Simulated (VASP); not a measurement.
Here is a VASP 6.6.1 calculation.

The input INCAR:

```
PREC = Accurate
ENCUT = 910
EDIFF = 1E-6
ISMEAR = -1
SIGMA = 0.05
LREAL = F
LASPH = T
NELM = 120
ALGO = Normal
ISIF = 2
LWAVE = F
LCHARG = F
GGA = PS
NBANDS = 11
GGA_COMPAT = F
```

File KPOINTS:

```
Automatic mesh
0
Gamma
  13 13 13
```

Contents of POSCAR:

```
C
1.0
    0.0000000000      1.7592674508      1.7592674508
    1.7592674508      0.0000000000      1.7592674508
    1.7592674508      1.7592674508      0.0000000000
C
2
Direct
    0.7500000000      0.7500000000      0.7500000000
    0.5000000000      0.5000000000      0.5000000000
```

Potentials or basis: VASP PAW PBE potentials, release 64 (C_h).

Run with:

```bash
$ cat potpaw_PBE.64/C_h/POTCAR > POTCAR
$ mpirun -np 1 vasp_std > vasp.out
```

(1) What does it give for the pressure?

(2) Predict the band gap on the k mesh.

## Answers

(1) 14.2 GPa.

(2) 4.11 eV, indirect (least direct gap 5.66 eV).

Caveat: the cutoff is under 1.25 times the usual one of these potentials, so pressure, stress and relaxed cells hold a basis-set (Pulay) error; the PAW data sets were made with another functional, which shifts forces and pressure a little.
